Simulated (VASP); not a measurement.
# TaC (Fm-3m) in VASP: further runs

The runs below take TaC through single point, with r2SCAN.

Everything below comes from runs of VASP 6.6.1. Logs are shortened: lines on timing, memory, paths and dates and some standing lists are left out, and cuts for length are marked.

## Step 1: The cell of the first run

The structure is cubic, space group Fm-3m (No. 225). Conventional cell: a = 4.446 Å, b = 4.446 Å, c = 4.446 Å, α = 90.00°, β = 90.00°, γ = 90.00°. Ta (site symmetry m-3m) has 6 C at 2.22 Å within 2.9 Å. Within 2.9 Å of C (site symmetry m-3m) lie 6 Ta at 2.22 Å.

## Step 2: Single point, r2SCAN

POSCAR

```
TaC
1.0
    0.0000000000      2.2230000000      2.2230000000
    2.2230000000      0.0000000000      2.2230000000
    2.2230000000      2.2230000000      0.0000000000
Ta C
1 1
Direct
    0.0000000000      0.0000000000      0.0000000000
    0.5000000000      0.5000000000      0.5000000000
```

INCAR.step1

```
PREC = Accurate ; ENCUT = 770
ISMEAR = -1 ; SIGMA = 0.15
LREAL = F ; LASPH = T
NELM = 120 ; NBANDS = 16
GGA = PE ; ALGO = Normal
EDIFF = 1E-5 ; LWAVE = T
LCHARG = F ; GGA_COMPAT = F
```

INCAR.step2

```
PREC = Accurate ; ENCUT = 770
EDIFF = 1E-6 ; ISMEAR = -1
SIGMA = 0.15 ; LREAL = F
LASPH = T ; NELM = 120
ALGO = Normal ; ISIF = 2
LWAVE = F ; LCHARG = F
METAGGA = R2SCAN ; LMIXTAU = T
NBANDS = 16 ; ISTART = 1
GGA_COMPAT = F
```

KPOINTS

```
regular mesh
0
Gamma
  11 11 11
```

Potentials or basis: VASP PAW PBE potentials, release 64 (Ta_sv_GW, C).

Run with:

```
$ cat potpaw_PBE.64/Ta_sv_GW/POTCAR potpaw_PBE.64/C/POTCAR > POTCAR
$ cp INCAR.step1 INCAR
$ mpirun -np 1 vasp_std > vasp.out
$ cp INCAR.step2 INCAR
$ mpirun -np 1 vasp_std > vasp.out
```

OUTCAR:

```text
PREC = Accurate
   ENCUT = 770
   EDIFF = 1E-6
   ISMEAR = -1
   LREAL = F
   LASPH = T
   NELM = 120
   ISIF = 2
   METAGGA = R2SCAN
   ISTART = 1

 ion  position               nearest neighbor table
   1  0.000  0.000  0.000-   2 2.22   2 2.22   2 2.22   2 2.22   2 2.22   2 2.22
   2  0.500  0.500  0.500-   1 2.22   1 2.22   1 2.22   1 2.22   1 2.22   1 2.22

  LATTYP: Found a face centered cubic cell.
 ALAT       =     4.4460000000

  Lattice vectors:

 A1 = (   0.0000000000,   2.2230000000,   2.2230000000)
 A2 = (   2.2230000000,   0.0000000000,   2.2230000000)
 A3 = (   2.2230000000,   2.2230000000,   0.0000000000)

Analysis of symmetry for initial positions (statically):
=====================================================================
 Subroutine PRICEL returns:
 Original cell was already a primitive cell.

 Routine SETGRP: Setting up the symmetry group for a
 face centered cubic supercell.

 Subroutine GETGRP returns: Found 48 space group operations
 (whereof 48 operations were pure point group operations)
 out of a pool of 48 trial point group operations.

The static configuration has the point symmetry O_h .

Analysis of symmetry for dynamics (positions and initial velocities):
=====================================================================
 Subroutine PRICEL returns:
 Original cell was already a primitive cell.

 Routine SETGRP: Setting up the symmetry group for a
 face centered cubic supercell.

 Subroutine GETGRP returns: Found 48 space group operations
 (whereof 48 operations were pure point group operations)
 out of a pool of 48 trial point group operations.

The dynamic configuration has the point symmetry O_h .

 Subroutine INISYM returns: Found 48 space group operations
 (whereof 48 operations are pure point group operations),
 and found     1 'primitive' translations

----------------------------------------------------------------------------------------

                                     Primitive cell

  volume of cell :      21.9709

  direct lattice vectors                    reciprocal lattice vectors
     0.000000000  2.223000000  2.223000000    -0.224921278  0.224921278  0.224921278
     2.223000000  0.000000000  2.223000000     0.224921278 -0.224921278  0.224921278
     2.223000000  2.223000000  0.000000000     0.224921278  0.224921278 -0.224921278

  length of vectors
     3.143796749  3.143796749  3.143796749     0.389575080  0.389575080  0.389575080

  position of ions in fractional coordinates (direct lattice)
     0.000000000  0.000000000  0.000000000
     0.500000000  0.500000000  0.500000000

  ion indices of the primitive-cell ions
   primitive index   ion index
                 1           1
                 2           2

----------------------------------------------------------------------------------------

 KPOINTS: regular mesh

Automatic generation of k-mesh.
 Grid dimensions read from file:
 generate k-points for:   11   11   11

 Generating k-lattice:

  Cartesian coordinates                     Fractional coordinates (reciprocal lattice)
    -0.020447389  0.020447389  0.020447389     0.090909091  0.000000000  0.000000000
     0.020447389 -0.020447389  0.020447389     0.000000000  0.090909091  0.000000000
     0.020447389  0.020447389 -0.020447389     0.000000000  0.000000000  0.090909091

  Length of vectors
     0.035415916  0.035415916  0.035415916

  Shift w.r.t. Gamma in fractional coordinates (k-lattice)
     0.000000000  0.000000000  0.000000000

 Subroutine IBZKPT returns following result:
 ===========================================

 Found     56 irreducible k-points:

 Following reciprocal coordinates:
            Coordinates               Weight
  0.000000  0.000000  0.000000      1.000000
  0.090909  0.000000  0.000000      8.000000
  0.181818  0.000000  0.000000      8.000000
  0.272727  0.000000  0.000000      8.000000
  0.363636  0.000000  0.000000      8.000000
  0.454545  0.000000  0.000000      8.000000
[... 16 lines left out ...]
 -0.272727  0.181818  0.000000     24.000000
 -0.181818  0.181818  0.000000     12.000000
 [... further k-points ...]
   k-points           NKPTS =     56   k-points in BZ     NKDIM =     56   number of bands    NBANDS=     16
   number of dos      NEDOS =    301   number of ions     NIONS =      2
   total plane-waves  NPLWV =  21952
   dimension x,y,z NGX =    28 NGY =   28 NGZ =   28
   dimension x,y,z NGXF=    56 NGYF=   56 NGZF=   56
   ions per type =               1   1
   NGX,Y,Z   is equivalent  to a cutoff of  14.81, 14.81, 14.81 a.u.
   NGXF,Y,Z  is equivalent  to a cutoff of  29.61, 29.61, 29.61 a.u.
 SYSTEM =  unknown system
   PREC   = accura    normal or accurate (medium, high low for compatibility)
   ISTART =      1    job   : 0-new  1-cont  2-samecut
   ICHARG =      0    charge: 1-file 2-atom 10-const
   ISPIN  =      1    spin polarized calculation?
   LNONCOLLINEAR =      F non collinear calculations
   LSORBIT =      F    spin-orbit coupling
   LASPH  =      T    aspherical Exc in radial PAW
   ENCUT  =  770.0 eV  56.59 Ry    7.52 a.u.   7.11  7.11  7.11*2*pi/ulx,y,z
   NELM   =    120;   NELMIN=  2; NELMDL=  0     # of ELM steps
   EDIFF  = 0.1E-05   stopping-criterion for ELM
   LREAL  =      F    real-space projection
[... 7 lines left out ...]
   TEBEG  =    0.0;   TEEND  =   0.0 temperature during run
   PSTRESS=    0.0 pullay stress
   NELECT =      17.0000    total number of electrons
   NUPDOWN=      -1.0000    fix difference up-down
   EMIN   =  10.00;   EMAX   =-10.00  energy-range for DOS
   EFERMI =   0.00;   METHOD = LEGACY
   ISMEAR =    -1;   SIGMA  =   0.15  broadening in eV -4-tet -1-fermi 0-gaus
   EFERMI_NEDOS =   21; number of points for ismear=-14 and -15
   IALGO  =     38    algorithm
   IMIX   =      4    mixing-type and parameters
     AMIX     =   0.40;   BMIX     =  1.00
     AMIX_MAG =   1.60;   BMIX_MAG =  1.00
  volume/ion in A,a.u.               =      10.99        74.13
  Fermi-wavevector in a.u.,A,eV,Ry     =   1.502940  2.840145 30.733234  2.258829
  Thomas-Fermi vector in A             =   2.614115
   LORBIT       =      0    0 simple, 1 ext, 2 COOP (PROOUT), +10 PAW based schemes
   METAGGA = R2SCAN    functional components
   LHFCALC =     F    Hartree Fock is set to
   AEXX    =    0.0000 exact exchange contribution
   IVDW    =     0    specifies the selected vdW correction
   LEPSILON=     F    determine dielectric tensor
   LRPA    =     F    only Hartree local field effects (RPA)
 non-spin polarized calculation
  energy-cutoff  :      770.00
  volume of cell :       21.97
 maximum number of plane-waves:      1078
   NGX = 15   NGY = 15   NGZ = 15

 number of electron      17.0000000 magnetization

 Free energy of the ion-electron system (eV)
  ---------------------------------------------------
  ext. energy  EPLUGINS =         0.00000000
  ---------------------------------------------------
  free energy    TOTEN  =       -62.43338420 eV

  energy without entropy =      -62.38844427  energy(sigma->0) =      -62.41091423

 E-fermi :  12.6632     XC(G=0): -14.5698

 val. band max:       12.6009095245   @ k =   0.4545   0.1818   0.0000
 cond. band min:      12.6708891301   @ k =   0.0909   0.0000   0.0000
 fundamental gap:      0.0699796056
 Fermi energy:        12.6631647309

 k-point     1 :       0.0000    0.0000    0.0000
  band No.  band energies     occupation
      1     -58.3080      2.00000
      2     -23.7826      2.00000
      3     -23.7826      2.00000
      4     -23.7826      2.00000
      5      -3.1504      2.00000
      6      11.2685      1.99982
[... 8 lines left out ...]
     15      23.1202      0.00000
     16      37.1920      0.00000

 k-point     2 :       0.0909    0.0000    0.0000
  band No.  band energies     occupation
      1     -58.3039      2.00000
      2     -23.8466      2.00000
      3     -23.7888      2.00000
      4     -23.7888      2.00000
      5      -2.9104      2.00000
      6      10.0910      2.00000
[... 8 lines left out ...]
     15      23.7080      0.00000
     16      34.9628      0.00000

 k-point     3 :       0.1818    0.0000    0.0000
  band No.  band energies     occupation
      1     -58.2931      2.00000
      2     -24.0149      2.00000
      3     -23.8054      2.00000
      4     -23.8054      2.00000
      5      -2.2292      2.00000
      6       8.3738      2.00000
[... 8 lines left out ...]
     15      25.1419      0.00000
     16      32.1067      0.00000

 k-point     4 :       0.2727    0.0000    0.0000
  band No.  band energies     occupation
      1     -58.2788      2.00000
      2     -24.2283      2.00000
      3     -23.8269      2.00000
      4     -23.8269      2.00000
      5      -1.2107      2.00000
      6       6.6318      2.00000
[... 8 lines left out ...]
     15      26.2667      0.00000
     16      30.2290      0.00000

 k-point     5 :       0.3636    0.0000    0.0000
  band No.  band energies     occupation
      1     -58.2657      2.00000
      2     -24.4179      2.00000
      3     -23.8466      2.00000
      4     -23.8466      2.00000
      5      -0.0027      2.00000
      6       5.0136      2.00000
[... 8 lines left out ...]
     15      27.0785      0.00000
     16      27.5394      0.00000

 k-point     6 :       0.4545    0.0000    0.0000
  band No.  band energies     occupation
      1     -58.2579      2.00000
      2     -24.5279      2.00000
      3     -23.8582      2.00000
      4     -23.8582      2.00000
      5       1.1269      2.00000
      6       3.7098      2.00000
[... 8 lines left out ...]
     15      25.7024      0.00000
     16      25.7024      0.00000

 k-point     7 :       0.0909    0.0909    0.0000
  band No.  band energies     occupation
      1     -58.3026      2.00000
      2     -23.8422      2.00000
      3     -23.8037      2.00000
      4     -23.8037      2.00000
      5      -2.8366      2.00000
      6       9.6151      2.00000
[... 8 lines left out ...]
     15      23.9009      0.00000
     16      34.8106      0.00000

 k-point     8 :       0.1818    0.0909    0.0000
  band No.  band energies     occupation
      1     -58.2940      2.00000
      2     -23.9671      2.00000
      3     -23.8275      2.00000
      4     -23.8142      2.00000
      5      -2.3225      2.00000
      6       8.2104      2.00000
[... 8 lines left out ...]
     15      25.0756      0.00000
     16      32.1615      0.00000

 k-point     9 :       0.2727    0.0909    0.0000
  band No.  band energies     occupation
      1     -58.2809      2.00000
      2     -24.1606      2.00000
      3     -23.8527      2.00000
      4     -23.8328      2.00000
      5      -1.4544      2.00000
      6       6.8173      2.00000
[... 8 lines left out ...]
     15      26.3195      0.00000
     16      29.9338      0.00000
[... 172 lines left out ...]
 k-point    19 :       0.3636    0.1818    0.0000
  band No.  band energies     occupation
      1     -58.2649      2.00000
      2     -24.2899      2.00000
      3     -23.9225      2.00000
      4     -23.9144      2.00000
      5      -0.6532      2.00000
      6       5.7147      2.00000
[... 8 lines left out ...]
     15      26.1876      0.00000
     16      28.6079      0.00000

 k-point    20 :       0.4545    0.1818    0.0000
  band No.  band energies     occupation
      1     -58.2550      2.00000
      2     -24.4118      2.00000
      3     -23.9682      2.00000
      4     -23.9193      2.00000
      5       0.1373      2.00000
      6       5.0171      2.00000
[... 8 lines left out ...]
     15      25.2919      0.00000
     16      27.5426      0.00000

 k-point    21 :      -0.4545    0.1818    0.0000
  band No.  band energies     occupation
      1     -58.2506      2.00000
      2     -24.4605      2.00000
      3     -24.0090      2.00000
      4     -23.9056      2.00000
      5       0.6809      2.00000
      6       4.4666      2.00000
[... 8 lines left out ...]
     15      25.8180      0.00000
     16      27.4646      0.00000

 k-point    22 :      -0.3636    0.1818    0.0000
  band No.  band energies     occupation
      1     -58.2532      2.00000
      2     -24.4263      2.00000
      3     -24.0280      2.00000
      4     -23.8775      2.00000
      5       0.6038      2.00000
      6       4.5033      2.00000
[... 8 lines left out ...]
     15      26.2614      0.00000
     16      27.1711      0.00000

 k-point    23 :      -0.2727    0.1818    0.0000
  band No.  band energies     occupation
      1     -58.2619      2.00000
      2     -24.3269      2.00000
      3     -24.0109      2.00000
      4     -23.8438      2.00000
      5      -0.0931      2.00000
      6       5.2411      2.00000
[... 8 lines left out ...]
     15      26.6127      0.00000
     16      27.2107      0.00000

 k-point    24 :      -0.1818    0.1818    0.0000
  band No.  band energies     occupation
      1     -58.2740      2.00000
      2     -24.2037      2.00000
      3     -23.9504      2.00000
      4     -23.8151      2.00000
      5      -0.9844      2.00000
      6       6.3464      2.00000
[... 8 lines left out ...]
     15      26.7058      0.00000
     16      27.6653      0.00000

 [... further k-points ...]

------------------------ aborting loop because EDIFF is reached ----------------------------------------

  FORCE on cell =-STRESS in cart. coord.  units (eV):
  Direction    XX          YY          ZZ          XY          YZ          ZX
  --------------------------------------------------------------------------------------
  -------------------------------------------------------------------------------------
  Total        0.5175506      0.5175506      0.5175506      0.0000000      0.0000000      0.0000000
  in kB       37.7411365     37.7411365     37.7411365      0.0000000      0.0000000      0.0000000
  external PRESSURE =      37.7411365 kB  Pullay stress =       0.0000000 kB

 VOLUME and BASIS-vectors are now :
 -----------------------------------------------------------------------------
  energy-cutoff  :      770.00
  volume of cell :       21.97
      direct lattice vectors                 reciprocal lattice vectors
     0.000000000  2.223000000  2.223000000    -0.224921278  0.224921278  0.224921278
     2.223000000  0.000000000  2.223000000     0.224921278 -0.224921278  0.224921278
     2.223000000  2.223000000  0.000000000     0.224921278  0.224921278 -0.224921278

 POSITION                                       TOTAL-FORCE (eV/Angst)
 -----------------------------------------------------------------------------------
      0.00000      0.00000      0.00000         0.000000      0.000000      0.000000
      2.22300      2.22300      2.22300         0.000000     -0.000000      0.000000
 -----------------------------------------------------------------------------------
    total drift:                               -0.000000      0.000000      0.000000

  FREE ENERGIE OF THE ION-ELECTRON SYSTEM (eV)
  ---------------------------------------------------
  free  energy   TOTEN  =       -62.4333841982 eV

  energy  without entropy=      -62.3884442702  energy(sigma->0) =      -62.41091423
```

Run time: 1.8 min. Hardware: 1 thread of AMD EPYC 7R13 (Zen 3), shared host; peak memory 0.17 GiB.

What came out:

* Free energy: -62.4334 eV
* Pressure: 3.8 GPa
* Band gap on the k mesh: zero (an odd number of electrons rules out a gap without spin polarisation)

Levels at points of the mesh, in eV from the Fermi level:
| k point | band 5 | band 6 | band 7 | band 8 | band 9 | band 10 | band 11 | band 12 | band 13 | band 14 |
| --- | --- | --- | --- | --- | --- | --- | --- | --- | --- | --- |
| (0.00, 0.00, 0.00) | -15.81 | -1.39 | -1.39 | -1.39 | -0.68 | -0.68 | -0.68 | 0.61 | 0.61 | 7.05 |

Caveat: the cell stands under pressure; the PAW data sets were made with another functional, which shifts forces and pressure a little; spin-orbit coupling is left out, which moves the levels of the heavy elements; an odd number of electrons without spin polarisation forces a metal; a magnetic or distorted state may lie lower.

## Step 3: Single point, r2SCAN

POSCAR is that of step 2.

INCAR.step1

```
  PREC = Accurate
  ENCUT = 770
  ISMEAR = -1
  SIGMA = 0.15
  LREAL = False
  LASPH = True
  NELM = 120
  NBANDS = 16
  GGA = PE
  ALGO = Normal
  EDIFF = 1E-5
  LWAVE = True
  LCHARG = False
  GGA_COMPAT = False
```

INCAR.step2

```
  PREC = Accurate
  ENCUT = 770
  EDIFF = 1E-6
  ISMEAR = -1
  SIGMA = 0.15
  LREAL = False
  LASPH = True
  NELM = 120
  ALGO = Normal
  ISIF = 2
  LWAVE = False
  LCHARG = True
  METAGGA = R2SCAN
  LMIXTAU = True
  LELF = True
  LVHAR = True
  NBANDS = 16
  ISTART = 1
  GGA_COMPAT = False
```

KPOINTS

```
regular mesh
0
Gamma
  4 4 4
```

Potentials or basis: VASP PAW PBE potentials, release 64 (Ta_sv_GW, C).

Run with:

```
$ cat potpaw_PBE.64/Ta_sv_GW/POTCAR potpaw_PBE.64/C/POTCAR > POTCAR
$ cp INCAR.step1 INCAR
$ mpirun -np 1 vasp_std > vasp.out
$ cp INCAR.step2 INCAR
$ mpirun -np 1 vasp_std > vasp.out
```

It took 27 s on 1 thread of AMD EPYC 7R13 (Zen 3), shared host; peak memory 0.14 GiB.

It converged, with:

| Property | Result |
| --- | --- |
| Free energy | -62.3299 eV |
| Pressure | 4.8 GPa |
| Band gap on the k mesh | zero (an odd number of electrons rules out a gap without spin polarisation) |

Levels at points of the mesh, in eV from the Fermi level:
```
           k point  band 6  band 7  band 8  band 9  band 10  band 11
(0.00, 0.00, 0.00)   -1.16   -1.16   -1.16   -0.34    -0.34    -0.34
(0.50, 0.00, 0.00)   -8.94   -5.61   -5.61    3.04     3.04     4.15
(0.50, 0.50, 0.00)   -4.75   -4.49   -1.72   -1.72     2.84     4.43
```

Caveat: the k points lie up to 0.61 Å⁻¹ apart, too coarse for converged energies and pressures of a metal; the PAW data sets were made with another functional, which shifts forces and pressure a little; spin-orbit coupling is left out, which moves the levels of the heavy elements; an odd number of electrons without spin polarisation forces a metal; a magnetic or distorted state may lie lower.

The gap in the log of VASP goes by the Fermi energy; the results here count the filled bands.